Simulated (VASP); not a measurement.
# LiF (I4/mmm) in VASP: notebook, part 2 of 2

VASP 6.6.1. Earlier steps stand in the parts before.

### 4 Single point, PBE (epitaxial xy strain +1.0%)

The input, INCAR:

```
SYSTEM = LiF
PREC = Accurate ; ENCUT = 520
EDIFF = 1E-7 ; ISMEAR = -1
SIGMA = 0.02 ; LREAL = .False.
LASPH = .True. ; NELM = 100
ALGO = Normal ; ISIF = 2
LWAVE = .False. ; LCHARG = .False.
GGA = PE ; NBANDS = 12
```

The input, KPOINTS:

```
Automatic mesh
0
Gamma
  10 10 10
  0 0 0
```

The input, POSCAR:

```
LiF
1.0
    0.0000000000      2.0148204549      1.9821533756
    2.0148204549      0.0000000000      1.9821533756
    2.0148204549      2.0148204549      0.0000000000
Li F
1 1
Direct
    0.0000000000      0.0000000000      0.0000000000
    0.5000000000      0.5000000000      0.5000000000
```

Potentials or basis: VASP PAW PBE potentials, release 64 (Li_sv, F).

Launch:

```console
$ cat potpaw_PBE.64/Li_sv/POTCAR potpaw_PBE.64/F/POTCAR > POTCAR
$ mpirun -np 1 vasp_std > vasp.out
```

OUTCAR:

```text
SYSTEM = LiF
   PREC = Accurate
   ENCUT = 520
   EDIFF = 1E-7
   ISMEAR = -1
   LREAL = .False.
   LASPH = .True.
   NELM = 100
   ISIF = 2
   GGA = PE

 ion  position               nearest neighbor table
   1  0.000  0.000  0.000-   2 1.98   2 1.98   2 2.01   2 2.01   2 2.01   2 2.01
   2  0.500  0.500  0.500-   1 1.98   1 1.98   1 2.01   1 2.01   1 2.01   1 2.01

  LATTYP: Found a body centered tetragonal cell.
 ALAT       =     2.8493864131
 C/A-ratio  =     1.3912843597

  Lattice vectors:

 A1 = (   0.0000000000,  -2.0148204549,  -1.9821533756)
 A2 = (   0.0000000000,   2.0148204549,  -1.9821533756)
 A3 = (   2.0148204549,   0.0000000000,   1.9821533756)

Analysis of symmetry for initial positions (statically):
=====================================================================
 Subroutine PRICEL returns:
 Original cell was already a primitive cell.

 Routine SETGRP: Setting up the symmetry group for a
 body centered tetragonal supercell.

 Subroutine GETGRP returns: Found 16 space group operations
 (whereof 16 operations were pure point group operations)
 out of a pool of 16 trial point group operations.

The static configuration has the point symmetry D_4h.

Analysis of symmetry for dynamics (positions and initial velocities):
=====================================================================
 Subroutine PRICEL returns:
 Original cell was already a primitive cell.

 Routine SETGRP: Setting up the symmetry group for a
 body centered tetragonal supercell.

 Subroutine GETGRP returns: Found 16 space group operations
 (whereof 16 operations were pure point group operations)
 out of a pool of 16 trial point group operations.

The dynamic configuration has the point symmetry D_4h.

 Subroutine INISYM returns: Found 16 space group operations
 (whereof 16 operations are pure point group operations),
 and found     1 'primitive' translations

----------------------------------------------------------------------------------------

[... 117 lines left out ...]
   GGA     = PE    functional components
   LHFCALC =     F    Hartree Fock is set to
   AEXX    =    0.0000 exact exchange contribution
   IVDW    =     0    specifies the selected vdW correction
   LEPSILON=     F    determine dielectric tensor
   LRPA    =     F    only Hartree local field effects (RPA)
 non-spin polarized calculation
  energy-cutoff  :      520.00
  volume of cell :       16.09
 maximum number of plane-waves:       444
 NGX is ok and might be reduce to    24
   NGX = 11   NGY = 11   NGZ = 11

 number of electron      10.0000000 magnetization

 number of electron       9.9999993 magnetization

 Free energy of the ion-electron system (eV)
  ---------------------------------------------------
  ext. energy  EPLUGINS =         0.00000000
  ---------------------------------------------------
  free energy    TOTEN  =        -9.63255338 eV

  energy without entropy =       -9.63255338  energy(sigma->0) =       -9.63255338

 E-fermi :  -0.3030     XC(G=0): -10.0560

 val. band max:       -0.9135312685   @ k =   0.0000   0.0000   0.0000
 cond. band min:       8.2992466418   @ k =   0.0000   0.0000   0.0000
 fundamental gap:      9.2127779102
 Fermi energy:        -0.3030221985

 k-point     1 :       0.0000    0.0000    0.0000
  band No.  band energies     occupation
      1     -41.8122      2.00000
      2     -20.9426      2.00000
      3      -0.9546      2.00000
      4      -0.9135      2.00000
      5      -0.9135      2.00000
      6       8.2992      0.00000
      7      23.1145      0.00000
      8      23.1145      0.00000
      9      23.5041      0.00000
     10      23.5041      0.00000
     11      23.5057      0.00000
     12      23.6445      0.00000
[... 331 lines left out ...]
 k-point    24 :       0.4000    0.3000    0.0000
  band No.  band energies     occupation
      1     -41.7463      2.00000
      2     -20.3920      2.00000
      3      -3.2787      2.00000
      4      -1.8357      2.00000
      5      -1.7279      2.00000
      6      12.3981      0.00000
      7      15.8430      0.00000
      8      17.8565      0.00000
      9      19.2413      0.00000
     10      20.3051      0.00000
     11      33.4761      0.00000
     12      34.1001      0.00000

 [... further k-points ...]
[... 5 lines left out ...]
  --------------------------------------------------------------------------------------
  -------------------------------------------------------------------------------------
  Total        0.2420621      0.2420621      0.3892406      0.0000000      0.0000000      0.0000000
  in kB       24.0989124     24.0989124     38.7515207      0.0000000      0.0000000      0.0000000
  external PRESSURE =      28.9831151 kB  Pullay stress =       0.0000000 kB

 VOLUME and BASIS-vectors are now :
 -----------------------------------------------------------------------------
  energy-cutoff  :      520.00
  volume of cell :       16.09
      direct lattice vectors                 reciprocal lattice vectors
     0.000000000  2.014820455  1.982153376    -0.248161070  0.248161070  0.252250914
     2.014820455  0.000000000  1.982153376     0.248161070 -0.248161070  0.252250914
     2.014820455  2.014820455  0.000000000     0.248161070  0.248161070 -0.252250914

 POSITION                                       TOTAL-FORCE (eV/Angst)
 -----------------------------------------------------------------------------------
      0.00000      0.00000      0.00000        -0.000000      0.000000      0.000000
      2.01482      2.01482      1.98215         0.000000     -0.000000     -0.000000
 -----------------------------------------------------------------------------------
    total drift:                               -0.000000     -0.000000      0.000000

  FREE ENERGIE OF THE ION-ELECTRON SYSTEM (eV)
  ---------------------------------------------------
  free  energy   TOTEN  =        -9.6325533809 eV

  energy  without entropy=       -9.6325533809  energy(sigma->0) =       -9.63255338
```

It took 9.1 s on 1 thread of Intel Xeon Platinum 8488C (Sapphire Rapids), shared host; peak memory 0.14 GiB.

What came out:

```yaml
Free_energy: -9.6326 eV
Band_gap_on_the_k_mesh: 9.21 eV, direct
```

Levels at points of the mesh, in eV from the valence-band top:
```csv
k point,band 3,band 4,band 5,band 6,band 7,band 8
"(0.00, 0.00, 0.00)",-0.04,0.00,0.00,9.21,24.03,24.03
"(0.50, 0.00, 0.00)",-2.58,-0.26,-0.23,10.84,16.91,18.86
"(0.50, 0.50, 0.00)",-3.07,-1.07,-1.07,15.15,16.38,17.64
"(0.50, 0.00, 0.50)",-3.09,-1.07,-0.96,14.84,16.61,17.61
```

Caveat: the cell differs from its parent crystal (epitaxial xy strain +1.0%); the cutoff is under 1.25 times the usual one of these potentials, so pressure, stress and relaxed cells hold a basis-set (Pulay) error.

### 5 Single point, PBE (epitaxial xy strain +2.0%)

The input, INCAR:

```
ALGO = Normal
EDIFF = 1E-6
ENCUT = 520
GGA = PE
ISIF = 2
ISMEAR = -1
LASPH = T
LCHARG = F
LREAL = F
LWAVE = F
NBANDS = 12
NELM = 60
PREC = Accurate
SIGMA = 0.02
```

The input, KPOINTS:

```
k-points
0
Gamma
  10 10 10
```

The input, POSCAR:

```
LiF
1.0
    0.0000000000      2.0347691723      1.9697370552
    2.0347691723      0.0000000000      1.9697370552
    2.0347691723      2.0347691723      0.0000000000
Li F
1 1
Direct
    0.0000000000      0.0000000000      0.0000000000
    0.5000000000      0.5000000000      0.5000000000
```

Launch:

```console
$ cat potpaw_PBE.64/Li_sv/POTCAR potpaw_PBE.64/F/POTCAR > POTCAR
$ mpirun -np 1 vasp_std > vasp.out
```

Wall time 8.7 s (1 thread of Intel Xeon Platinum 8488C (Sapphire Rapids), shared host); peak memory 0.14 GiB.

It converged, with:

* Free energy: -9.6342 eV
* Band gap on the k mesh: 9.07 eV, direct

Levels at points of the mesh, in eV from the valence-band top:
```
           k point  band 3  band 4  band 5  band 6  band 7  band 8
(0.00, 0.00, 0.00)   -0.08    0.00    0.00    9.07   23.72   23.72
(0.50, 0.00, 0.00)   -2.55   -0.29   -0.22   10.76   16.73   18.60
(0.50, 0.50, 0.00)   -3.02   -1.09   -1.09   15.21   16.17   17.50
(0.50, 0.00, 0.50)   -3.05   -1.10   -0.89   14.61   16.62   17.43
```

Caveat: the cell differs from its parent crystal (epitaxial xy strain +2.0%); the cutoff is under 1.25 times the usual one of these potentials, so pressure, stress and relaxed cells hold a basis-set (Pulay) error. A k mesh can miss the band edges.

### 6 Single point, r2SCAN (epitaxial xy strain -4.0%)

The input, POSCAR:

```
LiF
1.0
    0.0000000000      1.9150768680      2.0553467111
    1.9150768680      0.0000000000      2.0553467111
    1.9150768680      1.9150768680      0.0000000000
Li F
1 1
Direct
    0.0000000000      0.0000000000      0.0000000000
    0.5000000000      0.5000000000      0.5000000000
```

The input, INCAR.step1:

```
PREC = Accurate ; ENCUT = 520
ISMEAR = 0 ; SIGMA = 0.01
LREAL = F ; LASPH = T
NELM = 100 ; NBANDS = 12
GGA = PE ; ALGO = Normal
EDIFF = 1E-4 ; LWAVE = T
LCHARG = F
```

The input, INCAR.step2:

```
PREC = Accurate ; ENCUT = 520
EDIFF = 1E-6 ; ISMEAR = 0
SIGMA = 0.01 ; LREAL = F
LASPH = T ; NELM = 100
ALGO = Normal ; ISIF = 2
LWAVE = F ; LCHARG = F
METAGGA = R2SCAN ; LMIXTAU = T
NBANDS = 12 ; ISTART = 1
```

The input, KPOINTS:

```
regular mesh
0
Gamma
  10 10 10
```

Potentials or basis: VASP PAW PBE potentials, release 64 (Li_sv, F).

Launch:

```console
$ cat potpaw_PBE.64/Li_sv/POTCAR potpaw_PBE.64/F/POTCAR > POTCAR
$ cp INCAR.step1 INCAR
$ mpirun -np 1 vasp_std > vasp.out
$ cp INCAR.step2 INCAR
$ mpirun -np 1 vasp_std > vasp.out
```

OUTCAR:

```text
PREC = Accurate
   ENCUT = 520
   EDIFF = 1E-6
   ISMEAR = 0
   LREAL = F
   LASPH = T
   NELM = 100
   ISIF = 2
   METAGGA = R2SCAN
   ISTART = 1

 ion  position               nearest neighbor table
   1  0.000  0.000  0.000-   2 1.92   2 1.92   2 1.92   2 1.92   2 2.06   2 2.06
   2  0.500  0.500  0.500-   1 1.92   1 1.92   1 1.92   1 1.92   1 2.06   1 2.06

  LATTYP: Found a body centered tetragonal cell.
 ALAT       =     2.7083276797
 C/A-ratio  =     1.5177976627

  Lattice vectors:

 A1 = (  -1.9150768680,   0.0000000000,   2.0553467111)
 A2 = (   1.9150768680,   0.0000000000,   2.0553467111)
 A3 = (   0.0000000000,   1.9150768680,  -2.0553467111)

Analysis of symmetry for initial positions (statically):
=====================================================================
 Subroutine PRICEL returns:
 Original cell was already a primitive cell.

 Routine SETGRP: Setting up the symmetry group for a
 body centered tetragonal supercell.

 Subroutine GETGRP returns: Found 16 space group operations
 (whereof 16 operations were pure point group operations)
 out of a pool of 16 trial point group operations.

The static configuration has the point symmetry D_4h.

[... 165 lines left out ...]
 fundamental gap:     10.9566276483
 Fermi energy:        -0.8585958258

 k-point     1 :       0.0000    0.0000    0.0000
  band No.  band energies     occupation
      1     -43.0419      2.00000
      2     -22.4581      2.00000
      3      -1.1912      2.00000
      4      -1.1912      2.00000
      5      -1.0563      2.00000
      6       9.9003      0.00000
      7      24.8207      0.00000
      8      24.8567      0.00000
      9      25.4412      0.00000
     10      25.4425      0.00000
     11      26.8464      0.00000
     12      26.8512      0.00000
[... 331 lines left out ...]
 k-point    24 :       0.4000    0.3000    0.0000
  band No.  band energies     occupation
      1     -42.9703      2.00000
      2     -21.9117      2.00000
      3      -3.7644      2.00000
      4      -2.0396      2.00000
      5      -1.8877      2.00000
      6      13.4667      0.00000
      7      17.8302      0.00000
      8      19.8355      0.00000
      9      22.4697      0.00000
     10      23.4791      0.00000
     11      35.8502      0.00000
     12      37.4017      0.00000

 [... further k-points ...]
[... 5 lines left out ...]
  --------------------------------------------------------------------------------------
  -------------------------------------------------------------------------------------
  Total        0.7067152      0.7067152     -0.0796300      0.0000000      0.0000000      0.0000000
  in kB       75.1047650     75.1047650     -8.4625165      0.0000000      0.0000000      0.0000000
  external PRESSURE =      47.2490045 kB  Pullay stress =       0.0000000 kB

 VOLUME and BASIS-vectors are now :
 -----------------------------------------------------------------------------
  energy-cutoff  :      520.00
  volume of cell :       15.08
      direct lattice vectors                 reciprocal lattice vectors
     0.000000000  1.915076868  2.055346711    -0.261086126  0.261086126  0.243267959
     1.915076868  0.000000000  2.055346711     0.261086126 -0.261086126  0.243267959
     1.915076868  1.915076868  0.000000000     0.261086126  0.261086126 -0.243267959

 POSITION                                       TOTAL-FORCE (eV/Angst)
 -----------------------------------------------------------------------------------
      0.00000      0.00000      0.00000        -0.000000      0.000000      0.000000
      1.91508      1.91508      2.05535         0.000000     -0.000000      0.000000
 -----------------------------------------------------------------------------------
    total drift:                               -0.000000     -0.000000      0.000000

  FREE ENERGIE OF THE ION-ELECTRON SYSTEM (eV)
  ---------------------------------------------------
  free  energy   TOTEN  =       -11.8730777989 eV

  energy  without entropy=      -11.8730777989  energy(sigma->0) =      -11.87307780
```

OSZICAR.step1:

```text
N       E                     dE             d eps       ncg     rms          rms(c)
DAV:   1     0.292386508057E+02    0.29239E+02   -0.56149E+03  2592   0.855E+02
DAV:   2    -0.915607458761E+01   -0.38395E+02   -0.37709E+02  2920   0.187E+02
DAV:   3    -0.100882884164E+02   -0.93221E+00   -0.92938E+00  3256   0.252E+01
DAV:   4    -0.100968695124E+02   -0.85811E-02   -0.85807E-02  2776   0.252E+00
DAV:   5    -0.100969554554E+02   -0.85943E-04   -0.85943E-04  3240   0.196E-01    0.458E+00
DAV:   6    -0.956346875814E+01    0.53349E+00   -0.24256E+00  2708   0.989E+00    0.134E+00
DAV:   7    -0.956841681477E+01   -0.49481E-02   -0.22127E-02  3288   0.130E+00    0.851E-01
DAV:   8    -0.957501215554E+01   -0.65953E-02   -0.14002E-02  2964   0.124E+00    0.107E-01
DAV:   9    -0.957503490742E+01   -0.22752E-04   -0.89426E-04  2864   0.271E-01
   1 F= -.95750349E+01 E0= -.95750349E+01  d E =0.000000E+00
```

Wall time 44 s (1 thread of Intel Xeon Platinum 8488C (Sapphire Rapids), shared host); peak memory 0.13 GiB.

What came out:

```
Free energy            : -11.8731 eV
Band gap on the k mesh : 10.96 eV, direct
```

Caveat: the cell differs from its parent crystal (epitaxial xy strain -4.0%); the cutoff is under 1.25 times the usual one of these potentials, so pressure, stress and relaxed cells hold a basis-set (Pulay) error; the PAW data sets were made with another functional, which shifts forces and pressure a little.

### 7 The runs side by side

```tsv
level	cell	smearing	gap on the mesh (eV)
PBE	a = 2.814, b = 2.814, c = 2.765 Å, angles 60.6, 60.6, 58.9°, 2 atoms	fermi-dirac 0.02 eV	9.54
PBE	a = 2.817, b = 2.817, c = 2.793 Å, angles 60.3, 60.3, 59.4°, 2 atoms	fermi-dirac 0.02 eV	9.44
PBE	a = 2.826, b = 2.826, c = 2.849 Å, angles 59.7, 59.7, 60.5°, 2 atoms	fermi-dirac 0.02 eV	9.21
PBE	a = 2.832, b = 2.832, c = 2.878 Å, angles 59.5, 59.5, 61.1°, 2 atoms	fermi-dirac 0.02 eV	9.07
r2SCAN	a = 2.809, b = 2.809, c = 2.708 Å, angles 61.2, 61.2, 57.6°, 2 atoms	gaussian 0.01 eV	10.96
```

Alike in all rows: task single point; potentials or basis VASP PAW PBE potentials, release 64 (Li_sv, F); no spin polarisation; k mesh 10 × 10 × 10; cutoff (eV) 520.

Caveats: the cutoff is under 1.25 times the usual one of these potentials, so pressure, stress and relaxed cells hold a basis-set (Pulay) error; the PAW data sets were made with another functional, which shifts forces and pressure a little (some runs).

Absolute energies hang on the potentials; compare differences alone.
